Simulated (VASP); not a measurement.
C, 2 atoms in the cell. Symmetry: Fd-3m, No. 227, cubic system. The conventional cell has a = 3.532 Å, b = 3.532 Å, c = 3.532 Å, α = 90.00°, β = 90.00°, γ = 90.00°. C (site symmetry -43m) has 4 C at 1.53 Å within 2.0 Å. 

| Item | Value |
| --- | --- |
| Program | VASP 6.6.1 |
| Task | single point |
| Functional | LDA |
| Potentials or basis | VASP PAW LDA potentials, release 64 (C_h) |
| Cutoff | 910 eV |
| k mesh | 12 × 12 × 12 |
| Occupations | gaussian, width 0.02 eV |
| Spin | no spin polarisation |
| Dipole correction | no |
| Second run | hard_potentials |
| Further INCAR settings | ALGO = Normal; EDIFF = 1e-06; NBANDS = 11 |

Potentials or basis: VASP PAW LDA potentials, release 64 (C_h).

Launch:

```sh
$ cat potpaw_LDA.64/C_h/POTCAR > POTCAR
$ mpirun -np 1 vasp_std > vasp.out
```

Hardware: 1 thread of Intel(R) Xeon(R) Platinum 8375C CPU @ 2.90GHz (Ice Lake) (shared host).

How long does it take, and how much memory?

It took 17 s on 1 thread of Intel(R) Xeon(R) Platinum 8375C CPU @ 2.90GHz (Ice Lake) (shared host), peak memory 0.13 GiB. Counts: scf iterations 11, k points 72.
